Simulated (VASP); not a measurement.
A run of VASP 6.6.1 is set up as follows.

Contents of INCAR:

```
SYSTEM = Hf
PREC     = Accurate       ! precision mode
ENCUT    = 520            ! plane-wave cutoff, eV
EDIFF    = 1E-6           ! SCF threshold, eV
ISMEAR   = 0              ! smearing method
SIGMA    = 0.1            ! smearing width, eV
LREAL    = .False.        ! projectors in reciprocal space
LASPH    = .True.         ! aspherical terms in the spheres
NELM     = 60             ! most SCF steps
ALGO     = Normal         ! electronic algorithm
ISIF     = 2              ! what is computed and relaxed
LWAVE    = .False.        ! write WAVECAR
LCHARG   = .False.        ! write CHGCAR
GGA      = PS             ! functional
NBANDS   = 17             ! bands
```

KPOINTS

```
Automatic mesh
0
Gamma
  18 18 8
  0 0 0
```

POSCAR

```
Hf
1.0
    3.1587228426      0.0000000000      0.0000000000
   -1.5793614213      2.7355342252      0.0000000000
    0.0000000000      0.0000000000      5.0005365362
Hf
2
Direct
    0.3333333333      0.6666666667      0.2500000000
    0.6666666667      0.3333333333      0.7500000000
```

Potentials or basis: VASP PAW PBE potentials, release 64 (Hf_pv).

Command:

```sh
$ cat potpaw_PBE.64/Hf_pv/POTCAR > POTCAR
$ mpirun -np 1 vasp_std > vasp.out
```

Task: Estimate the pressure.

Result: -0.4 GPa.

Task: Predict the band gap on the k mesh.

Result: Zero (bands 10 and 11 overlap by 1.56 eV).

Stress tensor (GPa, compression positive):
```
-0.35  0.00  0.00
 0.00 -0.35  0.00
 0.00  0.00 -0.45
```

Caveat: the PAW data sets were made with another functional, which shifts forces and pressure a little; spin-orbit coupling is left out, which moves the levels of the heavy elements.
